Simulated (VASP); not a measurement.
Wanted: the native input for a VASP 6.6.1 run.

```
Task                   : single point
Functional             : PBE
Potentials or basis    : VASP PAW PBE potentials, release 64 (W_sv)
Cutoff                 : 500 eV
k mesh                 : 7 × 7 × 7
Occupations            : fermi-dirac, width 0.05 eV
Spin                   : no spin polarisation
Dipole correction      : no
Further INCAR settings : ALGO = Normal; EDIFF = 1e-06; NBANDS = 21
```

The structure of W lies in POSCAR:

```
W
1.0
    3.1861493604      0.0000000000      0.0000000000
    0.0000000000      3.1861493604      0.0000000000
    0.0000000000      0.0000000000      3.1861493604
W
2
Direct
    0.0000000000      0.0000000000      0.0000000000
    0.5000000000      0.5000000000      0.5000000000
```

These files were run (other wordings do the same):

INCAR

```
ALGO = Normal
EDIFF = 1E-6
ENCUT = 500
GGA = PE
GGA_COMPAT = F
ISIF = 2
ISMEAR = -1
LASPH = T
LCHARG = F
LREAL = F
LWAVE = F
NBANDS = 21
NELM = 120
PREC = Accurate
SIGMA = 0.05
```

KPOINTS

```
k-points
0
Gamma
  7 7 7
```

Potentials or basis: VASP PAW PBE potentials, release 64 (W_sv).

The run is started by

```bash
$ cat potpaw_PBE.64/W_sv/POTCAR > POTCAR
$ mpirun -np 1 vasp_std > vasp.out
```

Results of the run:

| Property | Result |
| --- | --- |
| Pressure | 0.5 GPa |
| Band gap on the k mesh | zero (bands 14 and 15 overlap by 0.26 eV) |

Caveat: spin-orbit coupling is left out, which moves the levels of the heavy elements.

Wall time 8.9 s on 1 thread of Intel(R) Xeon(R) 6975P-C (Granite Rapids), with other jobs on the host, peak memory 0.13 GiB.
